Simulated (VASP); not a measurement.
# Sb (P-1) in VASP: single point with PBE

Aim: the single point of Sb with PBE.

Program: VASP 6.6.1. These are calculated values, not measurements. Logs are shortened: lines on timing, memory, paths and dates and some standing lists are left out, and cuts for length are marked.

**1. The cell of the first run**

The typed cell holds 1 atom: a = 3.522 Å, b = 3.450 Å, c = 3.545 Å, α = 125.91°, β = 127.32°, γ = 78.25°.

**2. Single point, PBE (the cell strained at random)**

Contents of INCAR:

```
SYSTEM = Sb
  ALGO = Normal
  EDIFF = 1E-6
  ENCUT = 520
  GGA = PE
  ISIF = 2
  ISMEAR = -1
  LASPH = .TRUE.
  LCHARG = .FALSE.
  LREAL = .FALSE.
  LWAVE = .FALSE.
  NBANDS = 8
  NELM = 80
  PREC = Accurate
  SIGMA = 0.05
```

Contents of KPOINTS:

```
k-points
0
G
  10 10 12
  0 0 0
```

Contents of POSCAR:

```
Sb
1.0
   -1.5962610000      1.5548900000      2.7273450000
    1.5376060000     -1.5329450000      2.6809110000
    1.6435120000      1.5800850000     -2.7145120000
Sb
1
Direct
    0.0178500000      0.0046280000      0.0170220000
```

Potentials or basis: VASP PAW PBE potentials, release 64 (Sb).

Run with:

```sh
$ cat potpaw_PBE.64/Sb/POTCAR > POTCAR
$ mpirun -np 1 vasp_std > vasp.out
```

OUTCAR:

```text
SYSTEM = Sb
   EDIFF = 1E-6
   ENCUT = 520
   GGA = PE
   ISIF = 2
   ISMEAR = -1
   LASPH = .TRUE.
   LREAL = .FALSE.
   NELM = 80
   PREC = Accurate

 ion  position               nearest neighbor table
   1  0.018  0.005  0.017-

  LATTYP: Found a triclinic cell.
 ALAT       =     3.1816446905
 B/A-ratio  =     1.4247544007
 C/A-ratio  =     1.0842963886
 COS(alpha) =     0.0019359507
 COS(beta)  =     0.4308384338
 COS(gamma) =     0.7225139813

  Lattice vectors:

 A1 = (   3.1811180000,   0.0471400000,  -0.0336010000)
 A2 = (   3.2283690000,   3.1821150000,  -0.0207680000)
 A3 = (   1.5376060000,  -1.5329450000,   2.6809110000)

Analysis of symmetry for initial positions (statically):
=====================================================================
 Subroutine PRICEL returns:
 Original cell was already a primitive cell.

 Routine SETGRP: Setting up the symmetry group for a
 triclinic supercell.

 Subroutine GETGRP returns: Found  2 space group operations
 (whereof  1 operations were pure point group operations)
 out of a pool of  2 trial point group operations.

The static configuration has the point symmetry C_1 .
 The point group associated with its full space group is S_2 .

Analysis of symmetry for dynamics (positions and initial velocities):
=====================================================================
 Subroutine PRICEL returns:
 Original cell was already a primitive cell.

 Routine SETGRP: Setting up the symmetry group for a
 triclinic supercell.

 Subroutine GETGRP returns: Found  2 space group operations
 (whereof  1 operations were pure point group operations)
 out of a pool of  2 trial point group operations.

The dynamic configuration has the point symmetry C_1 .
 The point group associated with its full space group is S_2 .

 Subroutine INISYM returns: Found  2 space group operations
 (whereof  1 operations are pure point group operations),
 and found     1 'primitive' translations

----------------------------------------------------------------------------------------

                                     Primitive cell

  volume of cell :      26.9579

  direct lattice vectors                    reciprocal lattice vectors
    -1.596261000  1.554890000  2.727345000    -0.002777278  0.318272182  0.183580921
     1.537606000 -1.532945000  2.680911000     0.316426534 -0.005540284  0.188356760
     1.643512000  1.580085000 -2.714512000     0.309719310  0.314305126  0.002083696

  length of vectors
     3.521951567  3.449845848  3.544908419     0.367432783  0.368286187  0.441268744

  position of ions in fractional coordinates (direct lattice)
     0.017850000  0.004628000  0.017022000

  ion indices of the primitive-cell ions
   primitive index   ion index
                 1           1

----------------------------------------------------------------------------------------

 KPOINTS: k-points

Automatic generation of k-mesh.
 Grid dimensions read from file:
 generate k-points for:   10   10   12

 Generating k-lattice:

  Cartesian coordinates                     Fractional coordinates (reciprocal lattice)
    -0.000277728  0.031827218  0.018358092     0.100000000  0.000000000 -0.000000000
     0.031642653 -0.000554028  0.018835676    -0.000000000  0.100000000 -0.000000000
     0.025809942  0.026192094  0.000173641    -0.000000000  0.000000000  0.083333333

  Length of vectors
     0.036743278  0.036828619  0.036772395

  Shift w.r.t. Gamma in fractional coordinates (k-lattice)
     0.000000000  0.000000000  0.000000000

 Subroutine IBZKPT returns following result:
 ===========================================

 Found    604 irreducible k-points:

 Following reciprocal coordinates:
            Coordinates               Weight
  0.000000  0.000000  0.000000      1.000000
  0.100000  0.000000  0.000000      2.000000
  0.200000  0.000000  0.000000      2.000000
  0.300000  0.000000  0.000000      2.000000
  0.400000 -0.000000  0.000000      2.000000
  0.500000  0.000000 -0.000000      1.000000
[... 16 lines left out ...]
 -0.400000  0.200000 -0.000000      2.000000
 -0.300000  0.200000  0.000000      2.000000
 [... further k-points ...]
   k-points           NKPTS =    604   k-points in BZ     NKDIM =    604   number of bands    NBANDS=      8
   number of dos      NEDOS =    301   number of ions     NIONS =      1
   total plane-waves  NPLWV =  21952
   dimension x,y,z NGX =    28 NGY =   28 NGZ =   28
   dimension x,y,z NGXF=    56 NGYF=   56 NGZF=   56
   ions per type =               1
   NGX,Y,Z   is equivalent  to a cutoff of  13.22, 13.49, 13.13 a.u.
   NGXF,Y,Z  is equivalent  to a cutoff of  26.43, 26.99, 26.26 a.u.
 SYSTEM =  Sb
   PREC   = accura    normal or accurate (medium, high low for compatibility)
   ISTART =      0    job   : 0-new  1-cont  2-samecut
   ICHARG =      2    charge: 1-file 2-atom 10-const
   ISPIN  =      1    spin polarized calculation?
   LNONCOLLINEAR =      F non collinear calculations
   LSORBIT =      F    spin-orbit coupling
   LASPH  =      T    aspherical Exc in radial PAW
   ENCUT  =  520.0 eV  38.22 Ry    6.18 a.u.   6.55  6.41  6.59*2*pi/ulx,y,z
   NELM   =     80;   NELMIN=  2; NELMDL= -5     # of ELM steps
   EDIFF  = 0.1E-05   stopping-criterion for ELM
   LREAL  =      F    real-space projection
   EDIFFG = 0.1E-04   stopping-criterion for IOM
   NSW    =      0    number of steps for IOM
   IBRION =     -1    ionic relax: 0-MD 1-quasi-New 2-CG
   NFREE  =      0    steps in history (QN), initial steepest desc. (CG)
   ISIF   =      2    stress and relaxation
   ISYM   =      2    0-nonsym 1-usesym 2-fastsym
   POTIM  = 0.5000    time-step for ionic-motion
   TEBEG  =    0.0;   TEEND  =   0.0 temperature during run
   PSTRESS=    0.0 pullay stress
   NELECT =       5.0000    total number of electrons
   NUPDOWN=      -1.0000    fix difference up-down
   EMIN   =  10.00;   EMAX   =-10.00  energy-range for DOS
   EFERMI =   0.00;   METHOD = LEGACY
   ISMEAR =    -1;   SIGMA  =   0.05  broadening in eV -4-tet -1-fermi 0-gaus
   EFERMI_NEDOS =   21; number of points for ismear=-14 and -15
   IALGO  =     38    algorithm
   IMIX   =      4    mixing-type and parameters
     AMIX     =   0.40;   BMIX     =  1.00
     AMIX_MAG =   1.60;   BMIX_MAG =  1.00
  volume/ion in A,a.u.               =      26.96       181.92
  Fermi-wavevector in a.u.,A,eV,Ry     =   0.933618  1.764283 11.859423  0.871643
  Thomas-Fermi vector in A             =   2.060338
   LORBIT       =      0    0 simple, 1 ext, 2 COOP (PROOUT), +10 PAW based schemes
   GGA     = PE    functional components
   LHFCALC =     F    Hartree Fock is set to
   AEXX    =    0.0000 exact exchange contribution
   IVDW    =     0    specifies the selected vdW correction
   LEPSILON=     F    determine dielectric tensor
   LRPA    =     F    only Hartree local field effects (RPA)
 non-spin polarized calculation
  energy-cutoff  :      520.00
  volume of cell :       26.96
 maximum number of plane-waves:       741
 NGX is ok and might be reduce to    28
   NGX = 13   NGY = 13   NGZ = 13

 number of electron       5.0000000 magnetization

 Free energy of the ion-electron system (eV)
  ---------------------------------------------------
  ext. energy  EPLUGINS =         0.00000000
  ---------------------------------------------------
  free energy    TOTEN  =        -3.84514016 eV

  energy without entropy =       -3.84063674  energy(sigma->0) =       -3.84288845

 E-fermi :   8.4892     XC(G=0): -10.2167

 val. band max:        8.4785821715   @ k =   0.4000   0.4000   0.0000
 cond. band min:       8.4994275561   @ k =   0.1000   0.1000   0.1667
 fundamental gap:      0.0208453847
 Fermi energy:         8.4891946327

 k-point     1 :       0.0000    0.0000    0.0000
  band No.  band energies     occupation
      1      -4.4331      2.00000
      2      13.1647      0.00000
      3      13.7679      0.00000
      4      14.1481      0.00000
      5      17.8257      0.00000
      6      19.0223      0.00000
      7      19.1697      0.00000
      8      19.2691      0.00000

 k-point     2 :       0.1000    0.0000    0.0000
  band No.  band energies     occupation
      1      -4.2315      2.00000
      2      12.1418      0.00000
      3      13.0458      0.00000
      4      13.7109      0.00000
      5      17.5293      0.00000
      6      18.1629      0.00000
      7      19.1449      0.00000
      8      19.4485      0.00000

 k-point     3 :       0.2000    0.0000    0.0000
  band No.  band energies     occupation
      1      -3.6311      2.00000
      2       9.2829      0.00000
      3      12.0717      0.00000
      4      13.6340      0.00000
      5      16.3317      0.00000
      6      17.8899      0.00000
      7      20.0942      0.00000
      8      20.5107      0.00000

 k-point     4 :       0.3000    0.0000    0.0000
  band No.  band energies     occupation
      1      -2.6553      2.00000
      2       6.4002      2.00000
      3      11.2193      0.00000
      4      13.6194      0.00000
      5      15.4840      0.00000
      6      17.8335      0.00000
      7      19.9645      0.00000
      8      21.2035      0.00000

 k-point     5 :       0.4000   -0.0000    0.0000
  band No.  band energies     occupation
      1      -1.4110      2.00000
      2       3.9534      2.00000
      3      10.6476      0.00000
      4      13.6667      0.00000
      5      14.9838      0.00000
      6      18.0499      0.00000
      7      19.1642      0.00000
      8      20.0786      0.00000
[... 177 lines left out ...]
 k-point    22 :       0.5000    0.2000    0.0000
  band No.  band energies     occupation
      1      -0.0954      2.00000
      2       3.7389      2.00000
      3       9.1691      0.00000
      4      10.2978      0.00000
      5      14.4105      0.00000
      6      17.5129      0.00000
      7      19.6208      0.00000
      8      22.1195      0.00000

 k-point    23 :      -0.4000    0.2000   -0.0000
  band No.  band energies     occupation
      1      -1.2628      2.00000
      2       5.6049      2.00000
      3       9.6717      0.00000
      4      10.5893      0.00000
      5      14.7570      0.00000
      6      16.9515      0.00000
      7      18.4292      0.00000
      8      22.7866      0.00000

 k-point    24 :      -0.3000    0.2000    0.0000
  band No.  band energies     occupation
      1      -2.3967      2.00000
      2       8.1161      1.99885
      3      10.2115      0.00000
      4      10.9849      0.00000
      5      15.0272      0.00000
      6      16.5224      0.00000
      7      18.7743      0.00000
      8      21.7927      0.00000

 [... further k-points ...]

------------------------ aborting loop because EDIFF is reached ----------------------------------------

  FORCE on cell =-STRESS in cart. coord.  units (eV):
  Direction    XX          YY          ZZ          XY          YZ          ZX
  --------------------------------------------------------------------------------------
  -------------------------------------------------------------------------------------
  Total        0.1223663      0.4571102      0.2280505      0.1666355     -0.0390346      0.0129028
  in kB        7.2725383     27.1672016     13.5536096      9.9035675     -2.3199239      0.7668457
  external PRESSURE =      15.9977832 kB  Pullay stress =       0.0000000 kB

 VOLUME and BASIS-vectors are now :
 -----------------------------------------------------------------------------
  energy-cutoff  :      520.00
  volume of cell :       26.96
      direct lattice vectors                 reciprocal lattice vectors
    -1.596261000  1.554890000  2.727345000    -0.002777278  0.318272182  0.183580921
     1.537606000 -1.532945000  2.680911000     0.316426534 -0.005540284  0.188356760
     1.643512000  1.580085000 -2.714512000     0.309719310  0.314305126  0.002083696

 POSITION                                       TOTAL-FORCE (eV/Angst)
 -----------------------------------------------------------------------------------
      0.00660      0.04756      0.01488         0.000000      0.000000     -0.000000
 -----------------------------------------------------------------------------------
    total drift:                               -0.000000      0.000000     -0.000001

  FREE ENERGIE OF THE ION-ELECTRON SYSTEM (eV)
  ---------------------------------------------------
  free  energy   TOTEN  =        -3.8451401593 eV

  energy  without entropy=       -3.8406367415  energy(sigma->0) =       -3.84288845
```

Run time: 3.4 min. Hardware: 1 thread of Intel Xeon 8259CL, shared host; peak memory 0.26 GiB.

Results:

```
Free energy            : -3.8451 eV
Pressure               : 1.6 GPa
Band gap on the k mesh : zero (an odd number of electrons rules out a gap without spin polarisation)
```

Levels at points of the mesh, in eV from the Fermi level:
| k point | band 1 | band 2 | band 3 | band 4 | band 5 | band 6 | band 7 | band 8 |
| --- | --- | --- | --- | --- | --- | --- | --- | --- |
| (0.00, 0.00, 0.00) | -12.92 | 4.68 | 5.28 | 5.66 | 9.34 | 10.53 | 10.68 | 10.78 |
| (0.50, 0.00, 0.00) | -9.06 | -5.78 | 1.96 | 5.21 | 6.33 | 9.76 | 10.46 | 10.95 |
| (0.00, 0.50, 0.00) | -9.07 | -5.75 | 1.59 | 5.37 | 5.91 | 10.04 | 10.59 | 10.98 |
| (0.50, 0.50, 0.00) | -6.48 | -4.23 | -1.12 | 0.38 | 3.34 | 4.22 | 15.77 | 15.80 |
| (0.00, 0.00, 0.50) | -6.80 | -4.54 | -0.83 | 0.90 | 3.64 | 4.61 | 15.63 | 15.66 |
| (0.50, 0.00, 0.50) | -9.31 | -5.81 | 2.07 | 5.56 | 6.40 | 10.14 | 10.69 | 11.18 |
| (0.00, 0.50, 0.50) | -8.96 | -5.76 | 1.76 | 5.19 | 6.13 | 9.95 | 10.36 | 10.64 |
| (0.50, 0.50, 0.50) | -9.21 | -5.63 | 1.89 | 2.33 | 5.78 | 6.20 | 18.05 | 18.11 |

Caveat: the cell differs from its parent crystal (the cell strained at random); spin-orbit coupling is left out, which moves the levels of the heavy elements.
